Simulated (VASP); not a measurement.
# Ag (Fm-3m) in VASP: further runs, part 3 of 3

VASP 6.6.1.

## (5) Electric field gradients, PBE (volume scaled by 0.97)

INCAR reads:

```
ALGO = Normal
EDIFF = 1E-8
ENCUT = 520
GGA = PE
ISIF = 2
ISMEAR = -1
LASPH = True
LCHARG = False
LEFG = True
LREAL = False
LWAVE = False
NBANDS = 12
NELM = 80
PREC = Accurate
SIGMA = 0.03
```

KPOINTS reads:

```
k-points
0
Gamma
  15 15 15
```

POSCAR reads:

```
Ag
1.0
    0.0000000000      2.0224612152      2.0224612152
    2.0224612152      0.0000000000      2.0224612152
    2.0224612152      2.0224612152      0.0000000000
Ag
1
Direct
    0.0000000000      0.0000000000      0.0000000000
```

Potentials or basis: VASP PAW PBE potentials, release 64 (Ag).

Run with:

```sh
$ cat potpaw_PBE.64/Ag/POTCAR > POTCAR
$ mpirun -np 1 vasp_std > vasp.out
```

OUTCAR:

```text
EDIFF = 1E-8
   ENCUT = 520
   GGA = PE
   ISIF = 2
   ISMEAR = -1
   LASPH = True
   LREAL = False
   NELM = 80
   PREC = Accurate

 ion  position               nearest neighbor table
   1  0.000  0.000  0.000-

  LATTYP: Found a face centered cubic cell.
 ALAT       =     4.0449224304

  Lattice vectors:

 A1 = (   0.0000000000,   2.0224612152,   2.0224612152)
 A2 = (   2.0224612152,   0.0000000000,   2.0224612152)
 A3 = (   2.0224612152,   2.0224612152,   0.0000000000)

Analysis of symmetry for initial positions (statically):
=====================================================================
 Subroutine PRICEL returns:
 Original cell was already a primitive cell.

 Routine SETGRP: Setting up the symmetry group for a
 face centered cubic supercell.

 Subroutine GETGRP returns: Found 48 space group operations
 (whereof 48 operations were pure point group operations)
 out of a pool of 48 trial point group operations.

The static configuration has the point symmetry O_h .

Analysis of symmetry for dynamics (positions and initial velocities):
=====================================================================
 Subroutine PRICEL returns:
 Original cell was already a primitive cell.

 Routine SETGRP: Setting up the symmetry group for a
 face centered cubic supercell.

 Subroutine GETGRP returns: Found 48 space group operations
 (whereof 48 operations were pure point group operations)
 out of a pool of 48 trial point group operations.

The dynamic configuration has the point symmetry O_h .

 Subroutine INISYM returns: Found 48 space group operations
[... 152 lines left out ...]
      1       0.8633      2.00000
      2       3.9321      2.00000
      3       3.9321      2.00000
      4       3.9321      2.00000
      5       5.0221      2.00000
      6       5.0221      2.00000
      7      24.9421      0.00000
      8      28.6992      0.00000
      9      28.6992      0.00000
     10      28.6992      0.00000
     11      33.5830      0.00000
     12      34.9263      0.00000
[... 331 lines left out ...]
 k-point    24 :       0.2000    0.1333    0.0000
  band No.  band energies     occupation
      1       2.0246      2.00000
      2       3.5159      2.00000
      3       4.3078      2.00000
      4       4.3441      2.00000
      5       4.7602      2.00000
      6       5.2218      2.00000
      7      24.2039      0.00000
      8      25.7023      0.00000
      9      26.2645      0.00000
     10      27.6799      0.00000
     11      31.5970      0.00000
     12      34.5408      0.00000

 [... further k-points ...]
[... 5 lines left out ...]
  --------------------------------------------------------------------------------------
  -------------------------------------------------------------------------------------
  Total        0.8485575      0.8485575      0.8485575     -0.0000000     -0.0000000      0.0000000
  in kB       82.1715092     82.1715092     82.1715092     -0.0000000     -0.0000000      0.0000000
  external PRESSURE =      82.1715092 kB  Pullay stress =       0.0000000 kB

 VOLUME and BASIS-vectors are now :
 -----------------------------------------------------------------------------
  energy-cutoff  :      520.00
  volume of cell :       16.55
      direct lattice vectors                 reciprocal lattice vectors
     0.000000000  2.022461215  2.022461215    -0.247223530  0.247223530  0.247223530
     2.022461215  0.000000000  2.022461215     0.247223530 -0.247223530  0.247223530
     2.022461215  2.022461215  0.000000000     0.247223530  0.247223530 -0.247223530

 POSITION                                       TOTAL-FORCE (eV/Angst)
 -----------------------------------------------------------------------------------
      0.00000      0.00000      0.00000         0.000000     -0.000000      0.000000
 -----------------------------------------------------------------------------------
    total drift:                               -0.000000      0.000000      0.000000

  FREE ENERGIE OF THE ION-ELECTRON SYSTEM (eV)
  ---------------------------------------------------
  free  energy   TOTEN  =        -2.6835843333 eV

  energy  without entropy=       -2.6821190730  energy(sigma->0) =       -2.68285170

 Electric field gradients (V/A^2)
---------------------------------------------------------------------
 ion       V_xx      V_yy      V_zz      V_xy      V_xz      V_yz
---------------------------------------------------------------------
   1      -0.000    -0.000     0.000     0.000     0.000     0.000
---------------------------------------------------------------------

 Electric field gradients after diagonalization (V/A^2)
 (convention: |V_zz| > |V_xx| > |V_yy|)
----------------------------------------------------------------------
 ion       V_xx      V_yy      V_zz     asymmetry (V_yy - V_xx)/ V_zz
----------------------------------------------------------------------
   1      -0.000    -0.000     0.001       0.000
----------------------------------------------------------------------

           NMR quadrupolar parameters

 Cq : quadrupolar parameter    Cq=e*Q*V_zz/h
 eta: asymmetry parameters     (V_yy - V_xx)/ V_zz
 Q  : nuclear electric quadrupole moment in mb (millibarn)
----------------------------------------------------------------------
 ion       Cq(MHz)       eta       Q (mb)
----------------------------------------------------------------------
   1       0.000       0.000       1.000
----------------------------------------------------------------------
```

stdout:

```text
POSCAR found type information on POSCAR Ag
 POSCAR found :  1 types and       1 ions
 scaLAPACK will be used
 LDA part: xc-table for (Slater+PW92), standard interpolation
 POSCAR, INCAR and KPOINTS ok, starting setup
 FFT: planning ... GRIDC
 FFT: planning ... GRID_SOFT
 FFT: planning ... GRID
 WAVECAR not read
 entering main loop
ion   1
```

Run time: 17 s. Hardware: 1 thread of Intel Xeon 6975P-C, shared host; peak memory 0.15 GiB.

Results:

* Free energy: -2.6836 eV
* Pressure: 8.2 GPa

Levels at points of the mesh, in eV from the Fermi level:
```
           k point  band 3  band 4  band 5  band 6  band 7  band 8  band 9  band 10
(0.00, 0.00, 0.00)   -5.10   -5.10   -4.01   -4.01   15.91   19.67   19.67    19.67
```

Caveat: without QUAD_EFG the Cq values of the log hold for a quadrupole moment of 1 mb, not for the nuclei.

## (6) Electric field gradients, PBE

INCAR reads:

```
PREC = Accurate
ENCUT = 520
EDIFF = 1E-8
ISMEAR = -1
SIGMA = 0.03
LREAL = False
LASPH = True
NELM = 100
ALGO = Normal
ISIF = 2
LWAVE = False
LCHARG = False
GGA = PE
LEFG = True
NBANDS = 12
```

KPOINTS reads:

```
regular mesh
0
Gamma
  15 15 15
```

POSCAR reads:

```
Ag
1.0
    0.0000000000      2.0431000000      2.0431000000
    2.0431000000      0.0000000000      2.0431000000
    2.0431000000      2.0431000000      0.0000000000
Ag
1
Direct
    0.0000000000      0.0000000000      0.0000000000
```

Potentials or basis: VASP PAW PBE potentials, release 64 (Ag).

Run with:

```sh
$ cat potpaw_PBE.64/Ag/POTCAR > POTCAR
$ mpirun -np 1 vasp_std > vasp.out
```

OUTCAR:

```text
PREC = Accurate
   ENCUT = 520
   EDIFF = 1E-8
   ISMEAR = -1
   LREAL = False
   LASPH = True
   NELM = 100
   ISIF = 2
   GGA = PE

 ion  position               nearest neighbor table
   1  0.000  0.000  0.000-

  LATTYP: Found a face centered cubic cell.
 ALAT       =     4.0862000000

  Lattice vectors:

 A1 = (   0.0000000000,   2.0431000000,   2.0431000000)
 A2 = (   2.0431000000,   0.0000000000,   2.0431000000)
 A3 = (   2.0431000000,   2.0431000000,   0.0000000000)

Analysis of symmetry for initial positions (statically):
=====================================================================
 Subroutine PRICEL returns:
 Original cell was already a primitive cell.

 Routine SETGRP: Setting up the symmetry group for a
 face centered cubic supercell.
[... 541 lines left out ...]
  in kB       43.8917326     43.8917326     43.8917326     -0.0000000     -0.0000000      0.0000000
  external PRESSURE =      43.8917326 kB  Pullay stress =       0.0000000 kB

 VOLUME and BASIS-vectors are now :
 -----------------------------------------------------------------------------
  energy-cutoff  :      520.00
  volume of cell :       17.06
      direct lattice vectors                 reciprocal lattice vectors
     0.000000000  2.043100000  2.043100000    -0.244726151  0.244726151  0.244726151
     2.043100000  0.000000000  2.043100000     0.244726151 -0.244726151  0.244726151
     2.043100000  2.043100000  0.000000000     0.244726151  0.244726151 -0.244726151

 POSITION                                       TOTAL-FORCE (eV/Angst)
 -----------------------------------------------------------------------------------
      0.00000      0.00000      0.00000         0.000000     -0.000000      0.000000
 -----------------------------------------------------------------------------------
    total drift:                               -0.000000      0.000000      0.000000

  FREE ENERGIE OF THE ION-ELECTRON SYSTEM (eV)
  ---------------------------------------------------
  free  energy   TOTEN  =        -2.7038065103 eV

  energy  without entropy=       -2.7023068939  energy(sigma->0) =       -2.70305670

 Electric field gradients (V/A^2)
---------------------------------------------------------------------
 ion       V_xx      V_yy      V_zz      V_xy      V_xz      V_yz
---------------------------------------------------------------------
   1      -0.000     0.000     0.000     0.001     0.001     0.001
---------------------------------------------------------------------

 Electric field gradients after diagonalization (V/A^2)
 (convention: |V_zz| > |V_xx| > |V_yy|)
----------------------------------------------------------------------
 ion       V_xx      V_yy      V_zz     asymmetry (V_yy - V_xx)/ V_zz
----------------------------------------------------------------------
   1      -0.001    -0.001     0.001       0.000
----------------------------------------------------------------------

           NMR quadrupolar parameters

 Cq : quadrupolar parameter    Cq=e*Q*V_zz/h
 eta: asymmetry parameters     (V_yy - V_xx)/ V_zz
 Q  : nuclear electric quadrupole moment in mb (millibarn)
----------------------------------------------------------------------
 ion       Cq(MHz)       eta       Q (mb)
----------------------------------------------------------------------
   1       0.000       0.000       1.000
----------------------------------------------------------------------
```

OSZICAR:

```text
N       E                     dE             d eps       ncg     rms          rms(c)
DAV:   1     0.528493601384E+02    0.52849E+02   -0.55136E+03  2896   0.832E+02
DAV:   2    -0.212100747496E+01   -0.54970E+02   -0.51895E+02  3320   0.194E+02
DAV:   3    -0.295986355385E+01   -0.83886E+00   -0.83836E+00  3424   0.254E+01
DAV:   4    -0.296244315814E+01   -0.25796E-02   -0.25795E-02  3324   0.150E+00
DAV:   5    -0.296246309097E+01   -0.19933E-04   -0.19932E-04  3416   0.116E-01    0.522E+00
DAV:   6    -0.271501876636E+01    0.24744E+00   -0.96775E-01  3144   0.882E+00    0.338E+00
DAV:   7    -0.270676300026E+01    0.82558E-02   -0.99231E-03  3400   0.942E-01    0.190E+00
DAV:   8    -0.270379474329E+01    0.29683E-02   -0.70374E-04  3244   0.195E-01    0.909E-02
DAV:   9    -0.270380167662E+01   -0.69333E-05   -0.93596E-06  3396   0.235E-02    0.262E-02
DAV:  10    -0.270380700200E+01   -0.53254E-05   -0.41665E-06  3304   0.191E-02    0.545E-03
DAV:  11    -0.270380656526E+01    0.43674E-06   -0.10016E-07  3412   0.262E-03    0.732E-04
DAV:  12    -0.270380651102E+01    0.54239E-07   -0.36997E-09  2176   0.536E-04    0.492E-05
DAV:  13    -0.270380651033E+01    0.69576E-09   -0.10867E-10  1732   0.103E-04
   1 F= -.27038065E+01 E0= -.27030567E+01  d E =-.149962E-02
```

stdout:

```text
POSCAR found type information on POSCAR Ag
 POSCAR found :  1 types and       1 ions
 scaLAPACK will be used
 LDA part: xc-table for (Slater+PW92), standard interpolation
 POSCAR, INCAR and KPOINTS ok, starting setup
 FFT: planning ... GRIDC
 FFT: planning ... GRID_SOFT
 FFT: planning ... GRID
 WAVECAR not read
 entering main loop
ion   1
```

Run time: 15 s. Hardware: 1 thread of Intel Xeon 6975P-C, shared host; peak memory 0.16 GiB.

Results:

```yaml
Free_energy: -2.7038 eV
Pressure: 4.4 GPa
```

Levels at points of the mesh, in eV from the Fermi level:
```csv
k point,band 4,band 5,band 6,band 7,band 8,band 9
"(0.00, 0.00, 0.00)",-4.97,-3.93,-3.93,15.87,19.44,19.44
```

Caveat: without QUAD_EFG the Cq values of the log hold for a quadrupole moment of 1 mb, not for the nuclei.

## (7) The runs side by side

```csv
level,spin,cell,gap on the mesh (eV),pressure (GPa)
r2SCAN,off,"a = 2.889 Å, angles 60.0°, 1 atom",none,1.5
PBE,"non-collinear, zero start, SOC","a = 2.889 Å, angles 60.0°, 1 atom",-,4.3
PBE,off,"a = 2.831 Å, angles 60.0°, 1 atom",none,12.8
PBE,off,"a = 2.860 Å, angles 60.0°, 1 atom",none,8.2
PBE,off,"a = 2.889 Å, angles 60.0°, 1 atom",none,4.4
```

Alike in all rows: task electric field gradients; potentials or basis VASP PAW PBE potentials, release 64 (Ag); k mesh 15 × 15 × 15; cutoff (eV) 520; smearing fermi-dirac 0.03 eV.

The pressure there spans 1.5 GPa (r2SCAN) to 4.4 GPa (PBE); a positive pressure means that this level wants a larger cell, a negative one a smaller.

Caveats: the PAW data sets were made with another functional, which shifts forces and pressure a little (some runs).

Absolute energies hang on the potentials; compare differences alone.
